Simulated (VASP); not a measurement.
# Si2C (P6/mmm) in VASP: further runs

Si2C is run at these levels: PBE; tasks: relaxation of cell and atoms, single point.

Program: VASP 6.6.1. These are calculated values, not measurements. Logs are shortened: lines on timing, memory, paths and dates and some standing lists are left out, and cuts for length are marked.

## (1) The cell of the first run

The structure is hexagonal, space group P6/mmm (No. 191). Conventional cell: a = 3.681 Å, b = 3.681 Å, c = 7.524 Å, α = 90.00°, β = 90.00°, γ = 120.00°. Within 2.4 Å of Si (site symmetry mmm) lie 4 Si at 1.84 Å. Within 1.8 Å of Si (site symmetry 6/mmm) lie 2 C at 1.38 Å. C (site symmetry 6mm) has 1 Si at 1.38 Å within 1.8 Å.

## (2) Relaxation of cell and atoms, PBE

INCAR

```
SYSTEM = Si2C
  ALGO = Normal
  EDIFF = 1E-6
  EDIFFG = -0.04
  ENCUT = 600
  GGA = PE
  IBRION = 2
  ISIF = 3
  ISMEAR = 0
  LASPH = .TRUE.
  LCHARG = .FALSE.
  LREAL = .FALSE.
  LWAVE = .FALSE.
  NELM = 60
  NSW = 90
  PREC = Accurate
  SIGMA = 0.1
```

KPOINTS

```
k-points
0
G
  6 6 2
  0 0 0
```

POSCAR

```
Si2C
1.0
    3.6814050100      0.0000000000      0.0000000000
   -1.8407025000      3.1881902600      0.0000000000
    0.0000000000      0.0000000000      7.5236202100
Si C
4 2
Direct
    0.5000000000      0.0000000000      0.5000000000
    0.0000000000      0.5000000000      0.5000000000
    0.5000000000      0.5000000000      0.5000000000
    0.0000000000      0.0000000000      0.0000000000
    0.0000000000      0.0000000000      0.1832895100
    0.0000000000      0.0000000000      0.8167104900
```

Potentials or basis: VASP PAW PBE potentials, release 64 (Si, C).

Started as:

```console
cat potpaw_PBE.64/Si/POTCAR potpaw_PBE.64/C/POTCAR > POTCAR
mpirun -np 1 vasp_std > vasp.out
```

OUTCAR:

```text
SYSTEM = Si2C
   EDIFF = 1E-6
   EDIFFG = -0.04
   ENCUT = 600
   GGA = PE
   IBRION = 2
   ISIF = 3
   ISMEAR = 0
   LASPH = .TRUE.
   LREAL = .FALSE.
   NELM = 60
   NSW = 90
   PREC = Accurate

 ion  position               nearest neighbor table
   1  0.500  0.000  0.500-   3 1.84   3 1.84   2 1.84   2 1.84
   2  0.000  0.500  0.500-   3 1.84   3 1.84   1 1.84   1 1.84
   3  0.500  0.500  0.500-   1 1.84   1 1.84   2 1.84   2 1.84
   4  0.000  0.000  0.000-   5 1.38   6 1.38
   5  0.000  0.000  0.183-   4 1.38
   6  0.000  0.000  0.817-   4 1.38

  LATTYP: Found a hexagonal cell.
 ALAT       =     3.6814050100
 C/A-ratio  =     2.0436817437

  Lattice vectors:

 A1 = (   3.6814050100,   0.0000000000,   0.0000000000)
 A2 = (  -1.8407025000,   3.1881902600,   0.0000000000)
 A3 = (   0.0000000000,   0.0000000000,   7.5236202100)

Analysis of symmetry for initial positions (statically):
=====================================================================
 Subroutine PRICEL returns:
 Original cell was already a primitive cell.

 Routine SETGRP: Setting up the symmetry group for a
 hexagonal supercell.

 Subroutine GETGRP returns: Found 24 space group operations
 (whereof 24 operations were pure point group operations)
 out of a pool of 24 trial point group operations.

The static configuration has the point symmetry D_6h.

Analysis of symmetry for dynamics (positions and initial velocities):
=====================================================================
 Subroutine PRICEL returns:
 Original cell was already a primitive cell.

 Routine SETGRP: Setting up the symmetry group for a
 hexagonal supercell.

 Subroutine GETGRP returns: Found 24 space group operations
 (whereof 24 operations were pure point group operations)
 out of a pool of 24 trial point group operations.

The dynamic configuration has the point symmetry D_6h.

 Subroutine INISYM returns: Found 24 space group operations
 (whereof 24 operations are pure point group operations),
 and found     1 'primitive' translations

----------------------------------------------------------------------------------------

                                     Primitive cell

  volume of cell :      88.3049

  direct lattice vectors                    reciprocal lattice vectors
     3.681405010  0.000000000  0.000000000     0.271635421  0.156828783  0.000000000
    -1.840702500  3.188190260  0.000000000     0.000000000  0.313657567  0.000000000
     0.000000000  0.000000000  7.523620210     0.000000000  0.000000000  0.132914737

  length of vectors
     3.681405010  3.681405007  7.523620210     0.313657567  0.313657567  0.132914737

[... 76 lines left out ...]
   NELM   =     60;   NELMIN=  2; NELMDL= -5     # of ELM steps
   EDIFF  = 0.1E-05   stopping-criterion for ELM
   LREAL  =      F    real-space projection
   EDIFFG = -.4E-01   stopping-criterion for IOM
   NSW    =     90    number of steps for IOM
   IBRION =      2    ionic relax: 0-MD 1-quasi-New 2-CG
   NFREE  =      1    steps in history (QN), initial steepest desc. (CG)
   ISIF   =      3    stress and relaxation
   ISYM   =      2    0-nonsym 1-usesym 2-fastsym
   POTIM  = 0.5000    time-step for ionic-motion
   TEBEG  =    0.0;   TEEND  =   0.0 temperature during run
   PSTRESS=    0.0 pullay stress
   NELECT =      24.0000    total number of electrons
   NUPDOWN=      -1.0000    fix difference up-down
   EMIN   =  10.00;   EMAX   =-10.00  energy-range for DOS
   EFERMI =   0.00;   METHOD = LEGACY
   ISMEAR =     0;   SIGMA  =   0.10  broadening in eV -4-tet -1-fermi 0-gaus
   EFERMI_NEDOS =   21; number of points for ismear=-14 and -15
   IALGO  =     38    algorithm
   IMIX   =      4    mixing-type and parameters
     AMIX     =   0.40;   BMIX     =  1.00
     AMIX_MAG =   1.60;   BMIX_MAG =  1.00
  volume/ion in A,a.u.               =      14.72        99.32
  Fermi-wavevector in a.u.,A,eV,Ry     =   1.060434  2.003930 15.300030  1.124520
  Thomas-Fermi vector in A             =   2.195815
   LORBIT       =      0    0 simple, 1 ext, 2 COOP (PROOUT), +10 PAW based schemes
   GGA     = PE    functional components
   LHFCALC =     F    Hartree Fock is set to
   AEXX    =    0.0000 exact exchange contribution
   IVDW    =     0    specifies the selected vdW correction
   LEPSILON=     F    determine dielectric tensor
   LRPA    =     F    only Hartree local field effects (RPA)
 conjugate gradient relaxation of ions
 non-spin polarized calculation
 Gauss-broadening in eV      SIGMA  =   0.10
  energy-cutoff  :      600.00
  volume of cell :       88.30
 maximum number of plane-waves:      2972
 NGX is ok and might be reduce to    30
   NGX = 15   NGY = 15   NGZ = 31

--------------------------------------- Ionic step        1  -------------------------------------------

 number of electron      24.0000003 magnetization

 Free energy of the ion-electron system (eV)
  ---------------------------------------------------
  ext. energy  EPLUGINS =         0.00000000
  ---------------------------------------------------
  free energy    TOTEN  =        -6.88799784 eV

  energy without entropy =       -6.85127175  energy(sigma->0) =       -6.86963479

------------------------ aborting loop because EDIFF is reached ----------------------------------------

  FORCE on cell =-STRESS in cart. coord.  units (eV):
  Direction    XX          YY          ZZ          XY          YZ          ZX
  --------------------------------------------------------------------------------------
  -------------------------------------------------------------------------------------
  Total       60.4505481     60.4505481     60.4751168      0.0000001     -0.0000000      0.0000000
  in kB     1096.7966907   1096.7966905   1097.2424582      0.0000017     -0.0000000      0.0000000
  external PRESSURE =    1096.9452798 kB  Pullay stress =       0.0000000 kB
[... 638 lines left out ...]
      3      -6.2137      2.00000
      4      -6.2137      2.00000
      5      -1.9694      2.00000
      6       0.2706      2.00000
[... 8 lines left out ...]
     15       5.9429      0.00000
     16       6.6750      0.00000

[... ionic steps 4 to 14 ...]

--------------------------------------- Ionic step       15  -------------------------------------------

 number of electron      24.0000002 magnetization

------------------------ aborting loop because EDIFF is reached ----------------------------------------
[... 75 lines left out ...]
--------------------------------------- Ionic step       17  -------------------------------------------

 number of electron      24.0000002 magnetization

 Free energy of the ion-electron system (eV)
  ---------------------------------------------------
  ext. energy  EPLUGINS =         0.00000000
  ---------------------------------------------------
  free energy    TOTEN  =       -28.89613166 eV

  energy without entropy =      -28.87736302  energy(sigma->0) =      -28.88674734

 E-fermi :   4.3081     XC(G=0):  -8.9537

 val. band max:        4.2885525983   @ k =   0.1667   0.1667   0.5000
 cond. band min:       4.3684638979   @ k =   0.1667   0.1667   0.5000
 fundamental gap:      0.0799112996
 Fermi energy:         4.3081170709
[... 297 lines left out ...]
  FREE ENERGIE OF THE ION-ELECTRON SYSTEM (eV)
  ---------------------------------------------------
  free  energy   TOTEN  =       -28.8961316590 eV

  energy  without entropy=      -28.8773630205  energy(sigma->0) =      -28.88674734

 reached required accuracy - stopping structural energy minimisation
```

CONTCAR:

```text
Si2C
   1.00000000000000
     4.7033590684135325    0.0000000013684990    0.0000000000000000
    -2.3516795266336161    4.0732284351925321    0.0000000000000000
     0.0000000000000000   -0.0000000000000000    5.9344725872329152
  Si              C
     4     2
Direct
     0.5000000000000000    0.0000000000000000    0.5000000000000000
     0.0000000000000000    0.5000000000000000    0.5000000000000000
     0.5000000000000000    0.5000000000000000    0.5000000000000000
     0.0000000000000000    0.0000000000000000    0.0000000000000000
     0.0000000000000000    0.0000000000000000    0.2994772438396165
     0.0000000000000000    0.0000000000000000    0.7005227561603835

  0.00000000E+00  0.00000000E+00  0.00000000E+00
  0.00000000E+00  0.00000000E+00  0.00000000E+00
  0.00000000E+00  0.00000000E+00  0.00000000E+00
  0.00000000E+00  0.00000000E+00  0.00000000E+00
  0.00000000E+00  0.00000000E+00  0.00000000E+00
  0.00000000E+00  0.00000000E+00  0.00000000E+00
```

Run time: 3.3 min. Hardware: 1 thread of Intel Xeon 6975P-C (Granite Rapids), shared host; peak memory 0.22 GiB.

What came out:

- Free energy: -28.8961 eV
- Relaxed volume: 18.95 Å³/atom
- Relaxed cell: a = 4.703 Å, b = 4.703 Å, c = 5.934 Å, α = 90.00°, β = 90.00°, γ = 120.00°
- Space group after relaxing (to 0.05 Å): P6/mmm (No. 191)
- Energy gained by relaxing: 3668.0 meV/atom
- Ionic steps: 17
- Pressure after relaxing: 0.0 GPa
- Largest force after relaxing: 0.024 eV/Å
- Band gap on the k mesh: zero (band 12 reaches 5.44 eV, above the bottom of band 13 at 2.56 eV)

Forces in eV/Å, atoms in the order of the input:
```
Si   0.000  0.000  0.000
Si   0.000  0.000  0.000
Si   0.000  0.000  0.000
Si   0.000  0.000  0.000
C    0.000  0.000  0.024
C    0.000  0.000 -0.024
```

The path:
```csv
step,energy change (eV),largest force (eV/Å),pressure (GPa),volume (Å³)
1,0.0000,25.2427,109.69,88.30
2,-10.7189,1.3334,-8.08,289.83
3,-11.8871,1.2767,-8.21,260.27
4,-12.8055,1.1015,-8.41,237.70
5,-15.8074,0.0873,-0.65,150.89
6,-15.8150,0.3055,1.08,145.71
7,-19.1340,1.1618,-7.60,151.99
8,-20.5112,0.5119,-9.61,153.26
9,-20.6891,6.6208,2.71,123.57
10,-21.2302,2.2073,-5.05,135.72
11,-21.9783,0.5280,-0.32,116.13
12,-21.9840,0.3907,0.41,114.45
13,-21.9999,0.0454,-0.30,114.81
14,-22.0020,0.1289,-0.67,115.01
15,-22.0066,0.1681,0.06,113.83
16,-22.0075,0.0769,-0.16,114.16
17,-22.0081,0.0240,0.01,113.69
```

Final structure:
```yaml
crystal:
  lattice:
    - [4.70336, 0.00000, 0.00000]
    - [-2.35168, 4.07323, 0.00000]
    - [0.00000, 0.00000, 5.93447]
  atoms:
    - { symbol: Si, position: [0.50000, 0.00000, 0.50000] }
    - { symbol: Si, position: [0.00000, 0.50000, 0.50000] }
    - { symbol: Si, position: [0.50000, 0.50000, 0.50000] }
    - { symbol: Si, position: [0.00000, 0.00000, 0.00000] }
    - { symbol: C, position: [0.00000, 0.00000, 0.29948] }
    - { symbol: C, position: [0.00000, 0.00000, 0.70052] }
```

Caveat: the k points lie up to 0.53 Å⁻¹ apart in the final cell; the volume moved by over 15 % at a fixed basis, so the end points are rough.

## (3) Single point, PBE, collinear spin, ferromagnetic start

INCAR

```
PREC = Accurate
ENCUT = 520
EDIFF = 1E-6
ISMEAR = 0
SIGMA = 0.1
LREAL = F
LASPH = T
NELM = 150
ALGO = Normal
ISIF = 2
LWAVE = F
LCHARG = T
ISPIN = 2
MAGMOM = 0 0 0 0 1 1
LORBIT = 11
GGA = PE
LELF = T
LVHAR = T
NBANDS = 25
```

KPOINTS

```
Automatic mesh
0
Gamma
  6 6 2
```

POSCAR is that of step 2.

Potentials or basis: VASP PAW PBE potentials, release 64 (Si, C).

Started as:

```console
cat potpaw_PBE.64/Si/POTCAR potpaw_PBE.64/C/POTCAR > POTCAR
mpirun -np 1 vasp_std > vasp.out
```

Run time: 39 s. Hardware: 1 thread of Intel Xeon 6975P-C (Granite Rapids), shared host; peak memory 0.24 GiB.

The run converged. Its results:

| Quantity | Value |
| --- | --- |
| Free energy | -6.9505 eV |
| Pressure | 109.8 GPa |
| Largest force | 25.083 eV/Å |
| Net moment | 1.25 μB per cell |
| Site moments | Si +0.01, +0.04; C +0.35 μB |
| Valence electrons inside the program's atomic spheres | Si 2.32, 2.52; C 2.52 |

Forces in eV/Å, atoms in the order of the input:
```
Si    0.000   0.000   0.000
Si    0.000   0.000   0.000
Si    0.000   0.000   0.000
Si    0.000   0.000   0.000
C     0.000   0.000  25.083
C     0.000   0.000 -25.083
```

Stress tensor (GPa, compression positive):
```
109.32   0.00   0.00
  0.00 109.32   0.00
  0.00   0.00 110.91
```

Levels at points of the mesh, in eV from the Fermi level:
Spin up:
| k point | band 9 | band 10 | band 11 | band 12 | band 13 | band 14 | band 15 | band 16 |
| --- | --- | --- | --- | --- | --- | --- | --- | --- |
| (0.00, 0.00, 0.00) | -0.98 | -0.98 | -0.57 | -0.57 | 0.08 | 0.08 | 0.61 | 1.10 |
| (0.50, 0.00, 0.00) | -3.15 | -1.57 | -1.48 | -0.42 | -0.25 | 0.61 | 3.18 | 4.30 |
| (0.00, 0.00, 0.50) | -1.25 | -1.25 | -0.62 | -0.57 | -0.57 | 0.38 | 0.38 | 1.28 |
| (0.50, 0.00, 0.50) | -2.37 | -1.83 | -1.55 | -0.26 | 0.02 | 0.05 | 3.55 | 4.30 |
Spin down:
| k point | band 8 | band 9 | band 10 | band 11 | band 12 | band 13 | band 14 | band 15 |
| --- | --- | --- | --- | --- | --- | --- | --- | --- |
| (0.00, 0.00, 0.00) | -2.42 | -0.55 | -0.55 | -0.45 | -0.45 | 0.85 | 0.85 | 1.18 |
| (0.50, 0.00, 0.00) | -3.32 | -2.90 | -1.06 | -0.68 | 0.28 | 0.33 | 1.07 | 3.19 |
| (0.00, 0.00, 0.50) | -1.29 | -0.66 | -0.66 | -0.55 | -0.55 | 0.04 | 1.15 | 1.15 |
| (0.50, 0.00, 0.50) | -3.54 | -2.23 | -1.30 | -0.93 | 0.42 | 0.55 | 0.78 | 3.59 |

Caveat: the k points lie up to 0.42 Å⁻¹ apart; forces of over 1 eV/Å act on the atoms, so gaps and moduli don't describe the material at rest.

## (4) Single point, PBE

This run uses another cell than the first one, of 19.21 Å³/atom, 1.305 times its volume.

INCAR

```
SYSTEM = Si2C
ALGO = Normal
EDIFF = 1E-6
ENCUT = 520
GGA = PE
ISIF = 2
ISMEAR = 0
LASPH = .True.
LCHARG = .True.
LELF = .True.
LREAL = .False.
LVHAR = .True.
LWAVE = .False.
NBANDS = 21
NELM = 80
PREC = Accurate
SIGMA = 0.1
```

KPOINTS

```
k-points
0
Gamma
  12 12 6
  0 0 0
```

POSCAR

```
Si2C
1.0
    4.7538133529      0.0000000000      0.0000000000
   -2.3769066765      4.1169231285      0.0000000000
    0.0000000000      0.0000000000      5.8878452575
Si C
4 2
Direct
    0.5000000000      0.0000000000      0.5000000000
    0.0000000000      0.5000000000      0.5000000000
    0.5000000000      0.5000000000      0.5000000000
    0.0000000000      0.0000000000      0.0000000000
    0.0000000000      0.0000000000      0.3050884582
    0.0000000000      0.0000000000      0.6949115418
```

Started as:

```console
cat potpaw_PBE.64/Si/POTCAR potpaw_PBE.64/C/POTCAR > POTCAR
mpirun -np 1 vasp_std > vasp.out
```

Wall time 70 s (1 thread of Intel Xeon 6975P-C (Granite Rapids), shared host); peak memory 0.31 GiB.

It converged, with:

| Quantity | Value |
| --- | --- |
| Free energy | -28.8848 eV |
| Pressure | 0.0 GPa |
| Largest force | 0.022 eV/Å |
| Band gap on the k mesh | zero (band 12 reaches 5.43 eV, above the bottom of band 13 at 2.45 eV) |

Forces on the atoms (eV/Å):
```
Si   0.000  0.000  0.000
Si   0.000  0.000  0.000
Si   0.000  0.000  0.000
Si   0.000  0.000  0.000
C    0.000  0.000  0.022
C    0.000  0.000 -0.022
```

Stress tensor (GPa, compression positive):
```
-0.05  0.00  0.00
 0.00 -0.05  0.00
 0.00  0.00  0.07
```

Levels at points of the mesh, in eV from the Fermi level:
| k point | band 8 | band 9 | band 10 | band 11 | band 12 | band 13 | band 14 | band 15 | band 16 | band 17 |
| --- | --- | --- | --- | --- | --- | --- | --- | --- | --- | --- |
| (0.00, 0.00, 0.00) | -3.88 | -3.88 | -2.59 | -1.17 | -1.17 | 0.53 | 0.53 | 0.81 | 1.05 | 2.80 |
| (0.50, 0.00, 0.00) | -2.43 | -1.71 | -0.92 | -0.76 | -0.58 | 0.72 | 0.91 | 1.29 | 2.25 | 2.33 |
| (0.00, 0.00, 0.50) | -3.88 | -3.86 | -3.86 | -2.25 | -2.25 | -1.94 | 2.42 | 2.42 | 3.01 | 3.01 |
| (0.50, 0.00, 0.50) | -3.20 | -2.72 | -1.25 | -0.55 | -0.26 | 0.66 | 0.98 | 1.31 | 3.02 | 3.13 |

## (5) Relaxation of cell and atoms, PBE

This run uses another cell than the first one, of 19.05 Å³/atom, 1.295 times its volume.

INCAR

```
PREC     = Accurate       # precision mode
ENCUT    = 600            # plane-wave cutoff, eV
EDIFF    = 1E-6           # SCF threshold, eV
ISMEAR   = 0              # smearing method
SIGMA    = 0.1            # smearing width, eV
LREAL    = False          # projectors in reciprocal space
LASPH    = True           # aspherical terms in the spheres
NELM     = 100            # most SCF steps
ALGO     = Normal         # electronic algorithm
ISIF     = 3              # what is computed and relaxed
LWAVE    = False          # write WAVECAR
LCHARG   = False          # write CHGCAR
GGA      = PE             # functional
IBRION   = 2              # ionic algorithm
NSW      = 90             # ionic steps
EDIFFG   = -0.04          # ionic threshold
```

KPOINTS

```
Automatic mesh
0
Gamma
  6 6 4
```

POSCAR

```
Si2C
1.0
    4.7203141141      0.0000000000      0.0000000000
   -2.3601570570      4.0879119366      0.0000000000
    0.0000000000      0.0000000000      5.9249569272
Si C
4 2
Direct
    0.5000000000      0.0000000000      0.5000000000
    0.0000000000      0.5000000000      0.5000000000
    0.5000000000      0.5000000000      0.5000000000
    0.0000000000      0.0000000000      0.0000000000
    0.0000000000      0.0000000000      0.3000313910
    0.0000000000      0.0000000000      0.6999686090
```

Started as:

```console
cat potpaw_PBE.64/Si/POTCAR potpaw_PBE.64/C/POTCAR > POTCAR
mpirun -np 1 vasp_std > vasp.out
```

It took 83 s on 1 thread of Intel Xeon 6975P-C (Granite Rapids), shared host; peak memory 0.28 GiB.

The run converged. Its results:

```yaml
Free_energy: -28.9089 eV
Relaxed_volume: 19.26 Å³/atom
Relaxed_cell: a = 4.750 Å, b = 4.750 Å, c = 5.915 Å, α = 90.00°, β = 90.00°, γ = 120.00°
Space_group_after_relaxing_to_0.05_Å: P6/mmm (No. 191)
Energy_gained_by_relaxing: 2.0 meV/atom
Ionic_steps: 6
Pressure_after_relaxing: -0.1 GPa
Largest_force_after_relaxing: 0.035 eV/Å
Band_gap_on_the_k_mesh: zero (band 12 reaches 5.38 eV, above the bottom of band 13 at 2.42 eV)
```

Forces in eV/Å, atoms in the order of the input:
```
Si   0.000  0.000  0.000
Si   0.000  0.000  0.000
Si   0.000  0.000  0.000
Si   0.000  0.000  0.000
C    0.000  0.000  0.035
C    0.000  0.000 -0.035
```

Step by step:
| step | energy change (eV) | largest force (eV/Å) | pressure (GPa) | volume (Å³) |
| --- | --- | --- | --- | --- |
| 1 | 0.0000 | 0.4131 | 1.06 | 114.33 |
| 2 | -0.0050 | 0.1896 | -0.65 | 116.43 |
| 3 | -0.0091 | 0.0393 | 0.02 | 115.57 |
| 4 | -0.0111 | 0.0549 | -0.12 | 115.79 |
| 5 | -0.0115 | 0.0666 | -0.21 | 115.94 |
| 6 | -0.0122 | 0.0349 | -0.10 | 115.58 |

Final structure:
```cif
data_structure
_symmetry_space_group_name_H-M 'P 1'
_symmetry_Int_Tables_number 1
_cell_length_a 4.7499
_cell_length_b 4.7499
_cell_length_c 5.9154
_cell_angle_alpha 90.000
_cell_angle_beta 90.000
_cell_angle_gamma 120.000
_cell_volume 115.58
loop_
_atom_site_label
_atom_site_type_symbol
_atom_site_fract_x
_atom_site_fract_y
_atom_site_fract_z
_atom_site_occupancy
Si1 Si 0.50000 0.00000 0.50000 1
Si2 Si 0.00000 0.50000 0.50000 1
Si3 Si 0.50000 0.50000 0.50000 1
Si4 Si 0.00000 0.00000 0.00000 1
C1 C 0.00000 0.00000 0.30385 1
C2 C 0.00000 0.00000 0.69615 1
```

Levels at points of the mesh, in eV from the Fermi level:
| k point | band 8 | band 9 | band 10 | band 11 | band 12 | band 13 | band 14 | band 15 | band 16 |
| --- | --- | --- | --- | --- | --- | --- | --- | --- | --- |
| (0.00, 0.00, 0.00) | -3.81 | -3.81 | -2.56 | -1.12 | -1.12 | 0.57 | 0.57 | 0.79 | 1.12 |
| (0.50, 0.00, 0.00) | -2.36 | -1.66 | -0.92 | -0.68 | -0.52 | 0.73 | 0.99 | 1.37 | 2.36 |
| (0.00, 0.00, 0.50) | -3.87 | -3.78 | -3.78 | -2.18 | -2.18 | -1.87 | 2.50 | 2.50 | 3.02 |
| (0.50, 0.00, 0.50) | -3.20 | -2.65 | -1.17 | -0.48 | -0.15 | 0.73 | 1.01 | 1.39 | 3.08 |

[end of part 1 of 2]
